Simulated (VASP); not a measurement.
# HOs12 (a cell with a defect) in VASP: notebook

HOs12 (a cell with a defect) is run at these levels: LDA; tasks: single point.

All numbers are computed with VASP 6.6.1; they aren't measurements. Logs are shortened: lines on timing, memory, paths and dates and some standing lists are left out, and cuts for length are marked.

## Step 1: The cell of the first run

The cell holds a defect, 13 atoms: a = 5.480 Å, b = 8.220 Å, c = 4.326 Å, α = 90.00°, β = 90.00°, γ = 120.00°.

## Step 2: Single point, LDA

INCAR

```
PREC = Accurate
ENCUT = 520
EDIFF = 1E-6
ISMEAR = -1
SIGMA = 0.1
LREAL = False
LASPH = True
NELM = 60
ALGO = Normal
ISIF = 2
LWAVE = False
LCHARG = False
GGA = CA
NBANDS = 60
```

KPOINTS

```
Automatic mesh
0
Gamma
  3 2 3
```

POSCAR

```
HOs12
1.0
    5.4800000000      0.0000000000      0.0000000000
   -4.1100000000      7.1187290000      0.0000000000
    0.0000000000      0.0000000000      4.3264600000
Os H
12 1
Direct
    0.0126675018     -0.0029640123     -0.0417893613
    0.1893340709      0.2228347223      0.5245628065
   -0.0102173219      0.3343574394     -0.0182597320
    0.1688760085      0.5445354079      0.4721180827
   -0.0153260198      0.6658913410      0.0540164476
    0.1636907530      0.8810280599      0.4830045811
    0.4601178460     -0.0216190278     -0.0210795893
    0.6722225776      0.2235230474      0.4802078374
    0.4901418616      0.3403837960      0.0072345520
    0.6813011410      0.5588638084      0.5316817907
    0.5217741960      0.6701758137     -0.0050618751
    0.6683289019      0.9119324531      0.5261807575
    0.8364905085      0.1083620405      0.1542369512
```

Potentials or basis: VASP PAW LDA potentials, release 64 (Os, H).

Command:

```bash
$ cat potpaw_LDA.64/Os/POTCAR potpaw_LDA.64/H/POTCAR > POTCAR
$ mpirun -np 1 vasp_std > vasp.out
```

OUTCAR:

```text
PREC = Accurate
   ENCUT = 520
   EDIFF = 1E-6
   ISMEAR = -1
   LREAL = False
   LASPH = True
   NELM = 60
   ISIF = 2
   GGA = CA

 ion  position               nearest neighbor table
   1  0.013  0.997  0.958-  13 1.84   2 2.47  12 2.49   7 2.53   6 2.57   5 2.68  11 2.69   9 2.73
                             6 2.75   3 2.84   2 2.93   7 2.96  12 2.96
   2  0.189  0.223  0.525-   1 2.47   9 2.53   3 2.64   8 2.65   9 2.66   4 2.71  12 2.72  10 2.73
                             6 2.75   8 2.84   3 2.92   1 2.93
   3  0.990  0.334  0.982-  13 1.78   4 2.60   8 2.63   2 2.64   8 2.64   4 2.67   9 2.72   5 2.76
                             9 2.77   1 2.84  11 2.84   7 2.91   2 2.92
   4  0.169  0.545  0.472-   5 2.51   3 2.60  11 2.66   3 2.67   8 2.68   2 2.71  10 2.74  10 2.76
                             6 2.78  11 2.82  12 2.90   5 3.06
   5  0.985  0.666  0.054-   6 2.41   4 2.51  10 2.52  11 2.57   7 2.61  10 2.68   1 2.68   9 2.70
                             3 2.76   6 2.91  11 2.94   4 3.06
   6  0.164  0.881  0.483-   5 2.41   7 2.57   1 2.57   7 2.60  12 2.65  10 2.65   1 2.75   2 2.75
                             4 2.78   8 2.80  12 2.86   5 2.91
   7  0.460  0.978  0.979-  13 1.94  12 2.46   1 2.53   6 2.57   6 2.60   5 2.61  11 2.72   8 2.78
                             8 2.79  12 2.80   9 2.90   3 2.91   1 2.96
   8  0.672  0.224  0.480-  13 2.13  12 2.56   3 2.63   3 2.64   2 2.65   9 2.66   4 2.68  10 2.74
                             7 2.78   7 2.79   6 2.80   9 2.84   2 2.84
   9  0.490  0.340  0.007-   2 2.53  10 2.58  11 2.63   8 2.66   2 2.66   5 2.70   3 2.72   1 2.73
                            10 2.75   3 2.77   8 2.84   7 2.90
  10  0.681  0.559  0.532-   5 2.52  11 2.53   9 2.58   6 2.65   5 2.68   2 2.73   8 2.74   4 2.74
                             9 2.75   4 2.76  11 2.79  12 2.94
  11  0.522  0.670  0.995-  10 2.53   5 2.57   9 2.63   4 2.66  12 2.67   1 2.69   7 2.72  10 2.79
                             4 2.82   3 2.84  12 2.88   5 2.94
  12  0.668  0.912  0.526-  13 2.13   7 2.46   1 2.49   8 2.56   6 2.65  11 2.67   2 2.72   7 2.80
                             6 2.86  11 2.88   4 2.90  10 2.94   1 2.96
  13  0.836  0.108  0.154-   3 1.78   1 1.84   7 1.94   8 2.13  12 2.13

  LATTYP: Found a simple monoclinic cell.
 ALAT       =     5.4800000000
 B/A-ratio  =     0.7895000000
 C/A-ratio  =     1.3228756879
 COS(beta)  =    -0.1889822319

  Lattice vectors:

 A1 = (   5.4800000000,   0.0000000000,   0.0000000000)
 A2 = (   0.0000000000,   0.0000000000,   4.3264600000)
 A3 = (  -1.3700000000,  -7.1187290000,   0.0000000000)

Analysis of symmetry for initial positions (statically):
=====================================================================
 Subroutine PRICEL returns:
 Original cell was already a primitive cell.

 Routine SETGRP: Setting up the symmetry group for a
 simple monoclinic supercell.

 Subroutine GETGRP returns: Found  1 space group operations
 (whereof  1 operations were pure point group operations)
[... 164 lines left out ...]
  Fermi-wavevector in a.u.,A,eV,Ry     =   1.361111  2.572127 25.206464  1.852623
  Thomas-Fermi vector in A             =   2.487715
   LORBIT       =      0    0 simple, 1 ext, 2 COOP (PROOUT), +10 PAW based schemes
   GGA     = CA    functional components
   LHFCALC =     F    Hartree Fock is set to
   AEXX    =    0.0000 exact exchange contribution
   IVDW    =     0    specifies the selected vdW correction
   LEPSILON=     F    determine dielectric tensor
   LRPA    =     F    only Hartree local field effects (RPA)
 non-spin polarized calculation
  energy-cutoff  :      520.00
  volume of cell :      168.78
 maximum number of plane-waves:      4559
 NGX is ok and might be reduce to    42
   NGX = 21   NGY = 31   NGZ = 17

 number of electron      97.0000001 magnetization

 Free energy of the ion-electron system (eV)
  ---------------------------------------------------
  ext. energy  EPLUGINS =         0.00000000
  ---------------------------------------------------
  free energy    TOTEN  =      -151.76794167 eV

  energy without entropy =     -151.50537979  energy(sigma->0) =     -151.63666073

 E-fermi :   9.6341     XC(G=0): -14.1677

 val. band max:        9.6197827439   @ k =   0.0000   0.0000   0.0000
 cond. band min:       9.6497729073   @ k =  -0.3333  -0.0000   0.3333
 fundamental gap:      0.0299901634
 Fermi energy:         9.6341172547

 k-point     1 :       0.0000    0.0000    0.0000
  band No.  band energies     occupation
      1      -2.0187      2.00000
      2       0.4557      2.00000
      3       1.6129      2.00000
      4       1.6498      2.00000
      5       2.1846      2.00000
      6       2.2713      2.00000
[... 619 lines left out ...]
     59      11.3619      0.00000
     60      11.5569      0.00000

------------------------ aborting loop because EDIFF is reached ----------------------------------------

  FORCE on cell =-STRESS in cart. coord.  units (eV):
  Direction    XX          YY          ZZ          XY          YZ          ZX
  --------------------------------------------------------------------------------------
  -------------------------------------------------------------------------------------
  Total        4.8141314      3.5164062     11.8830861     -0.0968649      1.2346165     -2.0804350
  in kB       45.6996432     33.3805820    112.8039001     -0.9195201     11.7199823    -19.7491777
  external PRESSURE =      63.9613751 kB  Pullay stress =       0.0000000 kB

 VOLUME and BASIS-vectors are now :
 -----------------------------------------------------------------------------
  energy-cutoff  :      520.00
  volume of cell :      168.78
      direct lattice vectors                 reciprocal lattice vectors
     5.480000000  0.000000000  0.000000000     0.182481752  0.105355886  0.000000000
    -4.110000000  7.118729000  0.000000000     0.000000000  0.140474514  0.000000000
     0.000000000  0.000000000  4.326460000     0.000000000  0.000000000  0.231135848

 POSITION                                       TOTAL-FORCE (eV/Angst)
 -----------------------------------------------------------------------------------
     -4.02840      7.09763      4.14566        -0.284187     -0.368469      3.113161
      0.12170      1.58630      2.26950        -1.504276      0.868307     -2.012338
      4.04980      2.38020      4.24746         1.269383      0.402856      0.032212
     -1.31260      3.87640      2.04260         0.080773      1.303205      1.435743
      2.65920      4.74030      0.23370         0.903161     -1.432313     -3.802127
     -2.72400      6.27180      2.08970        -0.293439      1.177926      1.472332
     -1.49970      6.96483      4.23526         0.756394      2.269312      1.747394
      2.76510      1.59120      2.07760        -1.354048      0.022968      0.736940
      1.28700      2.42310      0.03130         1.302798     -0.600922      0.019041
      1.43660      3.97840      2.30030        -0.680683     -0.344692     -1.343731
      0.10490      4.77080      4.30456        -1.803012      0.334005      0.896714
     -0.08560      6.49180      2.27650         1.744832     -3.362463     -2.632396
      4.13860      0.77140      0.66730        -0.137694     -0.269717      0.337054
 -----------------------------------------------------------------------------------
    total drift:                               -0.000132      0.000108     -0.000112

  FREE ENERGIE OF THE ION-ELECTRON SYSTEM (eV)
  ---------------------------------------------------
  free  energy   TOTEN  =      -151.7679416701 eV

  energy  without entropy=     -151.5053797949  energy(sigma->0) =     -151.63666073
```

OSZICAR:

```text
N       E                     dE             d eps       ncg     rms          rms(c)
DAV:   1     0.762073838769E+03    0.76207E+03   -0.45553E+04  1216   0.156E+03
DAV:   2    -0.718396709038E+02   -0.83391E+03   -0.79863E+03  1212   0.537E+02
DAV:   3    -0.156047343245E+03   -0.84208E+02   -0.79029E+02  1720   0.114E+02
DAV:   4    -0.160799504563E+03   -0.47522E+01   -0.46282E+01  1640   0.314E+01
DAV:   5    -0.160954387069E+03   -0.15488E+00   -0.15228E+00  1736   0.439E+00    0.853E+01
DAV:   6    -0.153758417344E+03    0.71960E+01   -0.10228E+01  1576   0.139E+01    0.396E+01
DAV:   7    -0.152429107320E+03    0.13293E+01   -0.95857E+00  1816   0.157E+01    0.739E+00
DAV:   8    -0.151817830417E+03    0.61128E+00   -0.32305E+00  2112   0.120E+01    0.169E+00
DAV:   9    -0.151797025788E+03    0.20805E-01   -0.29577E-01  1824   0.302E+00    0.115E+00
DAV:  10    -0.151773854941E+03    0.23171E-01   -0.69990E-02  1880   0.165E+00    0.842E-01
DAV:  11    -0.151769257382E+03    0.45976E-02   -0.19384E-02  1688   0.806E-01    0.473E-01
DAV:  12    -0.151768031579E+03    0.12258E-02   -0.55556E-03  1792   0.515E-01    0.197E-01
DAV:  13    -0.151767997317E+03    0.34262E-04   -0.12078E-03  1880   0.185E-01    0.863E-02
DAV:  14    -0.151767966003E+03    0.31314E-04   -0.33417E-04  1904   0.111E-01    0.441E-02
DAV:  15    -0.151767949649E+03    0.16353E-04   -0.99620E-05  1952   0.590E-02    0.286E-02
DAV:  16    -0.151767944883E+03    0.47667E-05   -0.24248E-05  1944   0.284E-02    0.186E-02
DAV:  17    -0.151767942592E+03    0.22903E-05   -0.88550E-06  1648   0.164E-02    0.783E-03
DAV:  18    -0.151767941670E+03    0.92233E-06   -0.16234E-06   816   0.912E-03
   1 F= -.15176794E+03 E0= -.15163666E+03  d E =-.262562E+00
```

Wall time 2.7 min (1 thread of Intel Xeon Platinum 8488C (Sapphire Rapids), shared host); peak memory 0.27 GiB.

What came out:

```
Free energy            : -151.7679 eV
Pressure               : 6.4 GPa
Largest force          : 4.613 eV/Å
Band gap on the k mesh : zero (an odd number of electrons rules out a gap without spin polarisation)
```

Forces in eV/Å, atoms in the order of the input:
```
Os  -0.284 -0.368  3.113
Os  -1.504  0.868 -2.012
Os   1.269  0.403  0.032
Os   0.081  1.303  1.436
Os   0.903 -1.432 -3.802
Os  -0.293  1.178  1.472
Os   0.756  2.269  1.747
Os  -1.354  0.023  0.737
Os   1.303 -0.601  0.019
Os  -0.681 -0.345 -1.344
Os  -1.803  0.334  0.897
Os   1.745 -3.362 -2.632
H   -0.138 -0.270  0.337
```

Caveat: the k points lie up to 0.48 Å⁻¹ apart, too coarse for converged energies and pressures of a metal; the atoms stand as in a frame of molecular dynamics; spin-orbit coupling is left out, which moves the levels of the heavy elements.

## Step 3: Single point, LDA

INCAR

```
SYSTEM = HOs12
PREC = Accurate
ENCUT = 520
EDIFF = 1E-7
ISMEAR = -1
SIGMA = 0.1
LREAL = .False.
LASPH = .True.
NELM = 100
ALGO = Normal
ISIF = 2
LWAVE = .False.
LCHARG = .False.
NBANDS = 60
```

KPOINTS

```
Automatic mesh
0
Gamma
  3 2 3
  0 0 0
```

POSCAR

```
HOs12
1.0
    5.4800000000      0.0000000000      0.0000000000
   -4.1100000000      7.1187290000      0.0000000000
    0.0000000000      0.0000000000      4.3264600000
Os H
12 1
Direct
   -0.0074967427      0.0109289172     -0.0272509165
    0.2035163595      0.2151507664      0.5001779746
    0.0054036444      0.3428982898     -0.0107709305
    0.1721317045      0.5302631973      0.4761398464
   -0.0191413614      0.6619721020      0.0007396347
    0.1490163971      0.8809999650      0.5246090337
    0.4576199016     -0.0077963356     -0.0099157279
    0.6558230200      0.2259392091      0.4940991018
    0.5098422977      0.3292301196      0.0291231168
    0.6670501632      0.5376240618      0.4837442158
    0.5220479222      0.6891539206      0.0455337620
    0.6876086056      0.9128455375      0.4864253917
    0.7414513558      0.0605726106      0.1885606246
```

Potentials or basis: VASP PAW LDA potentials, release 64 (Os, H).

Command:

```bash
$ cat potpaw_LDA.64/Os/POTCAR potpaw_LDA.64/H/POTCAR > POTCAR
$ mpirun -np 1 vasp_std > vasp.out
```

It took 3 min on 1 thread of Intel Xeon Platinum 8488C (Sapphire Rapids), shared host; peak memory 0.26 GiB.

Results (log left out):

| Quantity | Value |
| --- | --- |
| Free energy | -150.6809 eV |
| Pressure | 10.0 GPa |
| Largest force | 4.273 eV/Å |
| Band gap on the k mesh | zero (an odd number of electrons rules out a gap without spin polarisation) |

Forces on the atoms (eV/Å):
```
Os   1.576 -1.056  1.398
Os  -4.107  1.130  0.335
Os   1.497 -0.985 -0.537
Os  -1.790  2.750  1.718
Os   1.695  0.046 -0.041
Os  -0.182 -0.999 -2.042
Os   0.095 -0.256 -0.446
Os   2.814 -1.390  1.152
Os  -1.082  0.970 -3.587
Os  -0.838  2.770  2.033
Os  -0.196 -2.667 -3.201
Os  -0.905 -1.949  2.563
H    1.422  1.637  0.655
```

Stress tensor (GPa, compression positive):
```
 9.80  0.04  2.30
 0.04  7.93 -1.22
 2.30 -1.22 12.35
```

Levels at points of the mesh, in eV from the Fermi level:
```csv
k point,band 46,band 47,band 48,band 49,band 50,band 51
"(0.00, 0.00, 0.00)",-0.36,0.10,0.15,0.23,0.43,0.62
"(0.00, 0.50, 0.00)",-1.20,-1.18,-0.93,0.47,0.86,1.32
```

Caveat: the k points lie up to 0.48 Å⁻¹ apart, too coarse for converged energies and pressures of a metal; the atoms stand as in a frame of molecular dynamics; spin-orbit coupling is left out, which moves the levels of the heavy elements.

## Step 4: Single point, LDA

INCAR

```
SYSTEM = HOs12
PREC = Accurate
ENCUT = 520
EDIFF = 1E-6
ISMEAR = -1
SIGMA = 0.1
LREAL = .FALSE.
LASPH = .TRUE.
NELM = 60
ALGO = Normal
ISIF = 2
LWAVE = .FALSE.
LCHARG = .FALSE.
GGA = CA
NBANDS = 60
```

KPOINTS

```
regular mesh
0
G
  3 2 3
  0 0 0
```

POSCAR

```
HOs12
1.0
    5.4800000000      0.0000000000      0.0000000000
   -4.1100000000      7.1187290000      0.0000000000
    0.0000000000      0.0000000000      4.3264600000
Os H
12 1
Direct
   -0.0141988899      0.0017980738      0.0344623549
    0.1767395763      0.2308839120      0.4863791645
    0.0402079524      0.3418587784     -0.0253093753
    0.1799188326      0.5645389788      0.5202174526
    0.0107369382      0.6576735819     -0.0514046125
    0.1321048085      0.8751421778      0.5155253949
    0.4944896337      0.0099034533      0.0183752999
    0.6593247623      0.2111191478      0.5348021246
    0.5186701872      0.3317305659     -0.0215187474
    0.6626486142      0.5523879333      0.4786130000
    0.4867217750      0.6718334130      0.0154398746
    0.6557604551      0.8796514097      0.4867489818
    0.7899374697      0.1870699109      0.2458592013
```

Command:

```bash
$ cat potpaw_LDA.64/Os/POTCAR potpaw_LDA.64/H/POTCAR > POTCAR
$ mpirun -np 1 vasp_std > vasp.out
```

Run time: 3 min. Hardware: 1 thread of Intel Xeon Platinum 8488C (Sapphire Rapids), shared host; peak memory 0.26 GiB.

It converged, with:

* Free energy: -150.9870 eV
* Pressure: 8.1 GPa
* Largest force: 5.834 eV/Å
* Band gap on the k mesh: zero (an odd number of electrons rules out a gap without spin polarisation)

Forces on the atoms (eV/Å):
```
Os   1.164 -0.578 -2.549
Os   1.023 -0.928  0.932
Os  -1.251 -0.296  0.562
Os   0.841 -1.176 -3.455
Os  -2.855  0.606  5.051
Os   1.229  2.561 -1.056
Os  -0.044 -3.101 -0.627
Os  -1.687  1.146  1.259
Os  -2.300  1.100  2.080
Os   0.355  0.043  0.253
Os   1.805  0.098 -1.110
Os  -0.652  1.036  1.585
H    2.372 -0.511 -2.926
```

Stress tensor (GPa, compression positive):
```
 4.96 -0.64 -7.51
-0.64  4.39  0.12
-7.51  0.12 15.09
```

Levels at points of the mesh, in eV from the Fermi level:
```tsv
k point	band 45	band 46	band 47	band 48	band 49	band 50	band 51	band 52
(0.00, 0.00, 0.00)	-0.56	-0.23	0.01	0.16	0.56	0.62	0.69	0.81
(0.00, 0.50, 0.00)	-1.59	-1.45	-1.22	-1.09	0.38	0.64	1.19	1.44
```

Caveat: the k points lie up to 0.48 Å⁻¹ apart, too coarse for converged energies and pressures of a metal; the atoms stand as in a frame of molecular dynamics; spin-orbit coupling is left out, which moves the levels of the heavy elements.

## Step 5: The runs side by side

| cell | gap on the mesh (eV) | pressure (GPa) | largest force (eV/Å) |
| --- | --- | --- | --- |
| as given, atomic positions A | none | 6.4 | 4.61 |
| as given, atomic positions B | none | 10.0 | 4.27 |
| as given, atomic positions C | none | 8.1 | 5.83 |

Alike in all rows: task single point; level LDA; potentials or basis VASP PAW LDA potentials, release 64 (Os, H); no spin polarisation; k mesh 3 × 2 × 3; cutoff (eV) 520; smearing fermi-dirac 0.1 eV.

Caveats: all runs use coarse meshes; the atoms stand as in a frame of molecular dynamics; spin-orbit coupling is left out, which moves the levels of the heavy elements.

Total energies depend on the potentials used, so only differences within one code and one set of settings carry meaning.

The gap in the log of VASP goes by the Fermi energy; the results here count the filled bands.